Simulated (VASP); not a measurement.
Set up this calculation in VASP 6.6.1, as the native input.

```yaml
Task: single point
Functional: PBEsol
Potentials_or_basis: VASP PAW PBE potentials, release 64 (Nb_sv, P)
Cutoff: 520 eV
k_mesh: 11 × 11 × 11
Occupations: fermi-dirac, width 0.05 eV
Spin: no spin polarisation
Dipole_correction: no
Further_INCAR_settings: ALGO = Normal; EDIFF = 1e-06; NBANDS = 26
```

The structure of NbP lies in POSCAR:

```
NbP
1.0
   -1.6234956905      1.6234956905      5.4276697382
    1.6234956905     -1.6234956905      5.4276697382
    1.6234956905      1.6234956905     -5.4276697382
Nb P
2 2
Direct
    0.2508580711      0.7508580711      0.5000000000
    0.5008580711      0.5008580711      0.0000000000
    0.8317704989      0.3317704989      0.5000000000
    0.0817704989      0.0817704989      0.0000000000
```

The input as run:

INCAR

```
SYSTEM = NbP
PREC = Accurate
ENCUT = 520
EDIFF = 1E-6
ISMEAR = -1
SIGMA = 0.05
LREAL = .FALSE.
LASPH = .TRUE.
NELM = 60
ALGO = Normal
ISIF = 2
LWAVE = .FALSE.
LCHARG = .FALSE.
GGA = PS
NBANDS = 26
```

KPOINTS

```
Automatic mesh
0
G
  11 11 11
  0 0 0
```

Potentials or basis: VASP PAW PBE potentials, release 64 (Nb_sv, P).

Launch:

```bash
$ cat potpaw_PBE.64/Nb_sv/POTCAR potpaw_PBE.64/P/POTCAR > POTCAR
$ mpirun -np 1 vasp_std > vasp.out
```

It gave:

The pressure is 19.7 GPa and the band gap on the k mesh is zero (bands 18 and 19 overlap by 0.02 eV).

Caveat: the cell stands under pressure; the PAW data sets were made with another functional, which shifts forces and pressure a little.

Run time: 12 min on 1 thread of Intel Xeon 8259CL (shared host), peak memory 0.42 GiB.
